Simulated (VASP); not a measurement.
# Zr: single point with r2SCAN

Crystal: Zr.

```xyz
4
Lattice="5.2127 0.0000 0.0000 -2.6063 4.5143 0.0000 0.0000 0.0000 5.4128" Properties=species:S:1:pos:R:3 pbc="T T T"
Zr    2.6063    1.5048    0.0000
Zr    0.0000    3.0095    2.7064
Zr    2.6063    1.5048    2.7064
Zr    0.0000    3.0095    5.4129
```

```
Program                : VASP 6.6.1
Task                   : single point
Functional             : r2SCAN
Potentials or basis    : VASP PAW PBE potentials, release 64 (Zr_sv)
Cutoff                 : 520 eV
k mesh                 : 12 × 12 × 6
Occupations            : gaussian, width 0.1 eV
Spin                   : no spin polarisation
Dipole correction      : no
Further INCAR settings : ALGO = Normal; EDIFF = 1e-06; NBANDS = 32
```

```json
{
  "Pressure": "0.0 GPa",
  "Band gap on the k mesh": "zero (band 24 reaches 5.97 eV, above the bottom of band 25 at 4.92 eV)"
}
```

Stress tensor (GPa, compression positive):
```
0.01 0.00 0.00
0.00 0.01 0.00
0.00 0.00 0.10
```

Levels at points of the mesh, in eV from the Fermi level:
| k point | band 21 | band 22 | band 23 | band 24 | band 25 | band 26 | band 27 | band 28 |
| --- | --- | --- | --- | --- | --- | --- | --- | --- |
| (0.00, 0.00, 0.00) | -1.09 | -0.22 | 0.10 | 0.10 | 0.20 | 0.20 | 0.72 | 0.72 |
| (0.50, 0.00, 0.00) | -1.38 | -1.03 | -0.57 | -0.46 | -0.39 | 0.59 | 1.00 | 1.05 |
| (0.00, 0.00, 0.50) | -0.50 | -0.50 | 0.66 | 0.66 | 0.66 | 0.66 | 0.92 | 0.92 |
| (0.50, 0.00, 0.50) | -0.74 | -0.74 | -0.54 | -0.54 | 0.36 | 0.36 | 1.22 | 1.22 |

Wall time 9.5 min on 1 thread of Intel(R) Xeon(R) Platinum 8488C (Sapphire Rapids), with other jobs on the host, peak memory 0.4 GiB.

Caveat: the PAW data sets were made with another functional, which shifts forces and pressure a little.
